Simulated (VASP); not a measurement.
Write the native input for VASP 6.6.1 that does the following.

```yaml
Task: single point
Functional: PBE
Potentials_or_basis: VASP PAW PBE potentials, release 64 (Sc_sv, Al, As)
Cutoff: 520 eV
k_mesh: 4 × 4 × 2
Occupations: gaussian, width 0.1 eV
Spin: no spin polarisation
Dipole_correction: no
Further_INCAR_settings: ALGO = Normal; EDIFF = 1e-06; NBANDS = 25
```

The structure of ScAl2As3 lies in POSCAR:

```
ScAl2As3
1.0
    3.8217085420      0.0000000000      0.0000000000
    0.0000000000      3.8217085420      0.0000000000
    0.0000000000      0.0000000000      7.7302276572
Sc Al As
1 2 3
Direct
    0.5000000000      0.5000000000      0.0000000000
    0.5000000000      0.0000000000      0.6709879925
    0.0000000000      0.5000000000      0.3290120075
    0.5000000000      0.0000000000      0.3310382068
    0.0000000000      0.5000000000      0.6689617932
    0.0000000000      0.0000000000      0.0000000000
```

The input as run:

INCAR

```
  ALGO = Normal
  EDIFF = 1E-6
  ENCUT = 520
  GGA = PE
  ISIF = 2
  ISMEAR = 0
  LASPH = True
  LCHARG = True
  LELF = True
  LREAL = False
  LVHAR = True
  LWAVE = False
  NBANDS = 25
  NELM = 80
  PREC = Accurate
  SIGMA = 0.1
```

KPOINTS

```
k-points
0
Gamma
  4 4 2
```

Potentials or basis: VASP PAW PBE potentials, release 64 (Sc_sv, Al, As).

Launch:

```sh
$ cat potpaw_PBE.64/Sc_sv/POTCAR potpaw_PBE.64/Al/POTCAR potpaw_PBE.64/As/POTCAR > POTCAR
$ mpirun -np 1 vasp_std > vasp.out
```

Results of the run:

```json
{
  "Pressure": "0.3 GPa",
  "Largest force": "0.015 eV/Å",
  "Band gap on the k mesh": "zero (band 16 reaches 7.32 eV, above the bottom of band 17 at 4.69 eV)"
}
```

Caveat: the k points lie up to 0.41 Å⁻¹ apart.

It took 39 s on 1 thread of Intel(R) Xeon(R) Platinum 8259CL CPU @ 2.50GHz (Skylake/Cascade Lake), on a shared host, peak memory 0.21 GiB.
